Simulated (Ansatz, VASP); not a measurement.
**One calculation of C, two programs**

```
C
1.0
     2.09307    0.00000    0.00000
     0.00000    3.14553    0.00000
     0.00000    0.00000    2.01755
C
2
Cartesian
  0.0000 0.0000 1.3493
  1.0465 1.5728 0.6682
```

Alike in both runs: task single point; functional PBE; k mesh 8 × 6 × 8; occupations gaussian, width 0.1 eV; collinear spin.

|  | VASP | Ansatz |
| --- | --- | --- |
| version | VASP 6.6.1 | Ansatz 0.2.0 |
| potentials or method | VASP PAW PBE potentials, release 64 (C), cutoff 520 eV | scalar-relativistic, plane waves, PAW |
| valence electrons in the cell | 8 | 8 |

|  | VASP | Ansatz | Ansatz less VASP |
| --- | --- | --- | --- |
| gap on the k mesh at the Fermi level (eV) | none | none | - |
| pressure (GPa) | 2.6 | 2.4 | -0.20 |
| traceless stress, the component that is largest in VASP (GPa) | 17.38 | 17.40 | +0.014 |
| rms of the force components (eV/Å) | 1.743 | 1.745 | +0.0015 |
| net moment per atom (μB) | 0.00 | 0.00 | 0.000 |

Atom by atom the forces differ by 0.001 eV/Å (rms over components). A gap of «none» marks a metal or a gap that the smearing closes. With one functional, cell and mesh, what is left measures potentials, basis and numerics. Ansatz's warnings: seeded moment not kept.

The k mesh is coarse, so the values compare programs but aren't converged.
